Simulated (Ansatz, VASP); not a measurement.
## Two plane-wave programs on Mn2RuSe4

```
CELL_PARAMETERS angstrom
0.00000 5.30475 5.30475
5.30475 0.00000 5.30475
5.30475 5.30475 0.00000
ATOMIC_POSITIONS crystal
Mn 0.50000 0.50000 0.50000
Mn 0.75000 0.75000 0.75000
Ru 0.00000 0.00000 0.00000
Se 0.87485 0.87485 0.87485
Se 0.87485 0.87485 0.37544
Se 0.87485 0.37544 0.87485
Se 0.37544 0.87485 0.87485
```

Alike in both runs: functional PBE; k mesh 3 × 3 × 3; occupations gaussian, width 0.15 eV; collinear spin.

Ansatz relaxed the structure, and its values are those at the end. VASP's run is a single point on that final structure, the one shown.

|  | VASP | Ansatz |
| --- | --- | --- |
| version | VASP 6.6.1 | Ansatz 0.2.0 |
| potentials or method | VASP PAW PBE potentials, release 64 (Mn_pv, Ru_pv, Se), cutoff 520 eV | scalar-relativistic, plane waves, PAW |
| valence electrons in the cell | 64 | 110 |

```tsv
	VASP	Ansatz	Ansatz less VASP
gap on the k mesh at the Fermi level (eV)	none	none	-
pressure (GPa)	-0.1	-0.1	-0.03
rms of the force components (eV/Å)	0.013	0.009	-0.0043
net moment per atom (μB)	1.14	1.14	0.000
size of the moment on the site where the two differ most (μB)	4.70	5.38	+0.677
```

Site moments also hang on the region over which each program counts them. A gap of «none» marks a metal or a gap that the smearing closes. VASP's potentials hold 64 valence electrons a cell and Ansatz's 110, so a difference there can come from the potentials and not from the codes. Ansatz's warnings: cell relax basis refresh.
